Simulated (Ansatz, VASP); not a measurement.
# BeS: VASP beside Ansatz

```
CELL_PARAMETERS angstrom
0.00000 2.57538 2.45438
2.45438 0.00000 2.45438
2.45438 2.57538 0.00000
ATOMIC_POSITIONS crystal
Be 0.00000 0.00000 0.00000
S 0.75000 0.75000 0.75000
```

Alike in both runs: task single point; functional PBEsol; k mesh 10 × 10 × 10; occupations gaussian, width 0.05 eV; no spin polarisation.

```csv
,VASP,Ansatz
version,VASP 6.6.1,Ansatz 0.2.0
potentials or method,"VASP PAW PBE potentials, release 64 (Be, S), cutoff 520 eV","scalar-relativistic, plane waves, PAW"
valence electrons in the cell,8,8
```

Ansatz gave:

```
gap on the k mesh at the Fermi level (eV)                     : 2.90
least direct gap on the mesh (eV)                             : 4.92
pressure (GPa)                                                : -7.5
traceless stress, the component that is largest in VASP (GPa) : -3.10
```

**Question.** Which values does VASP return?

**Answer.** gap on the k mesh at the Fermi level (eV): 2.91; least direct gap on the mesh (eV): 4.92; pressure (GPa): -7.4; traceless stress, the component that is largest in VASP (GPa): -3.09.

VASP's potentials were made for PBE, not for PBEsol.
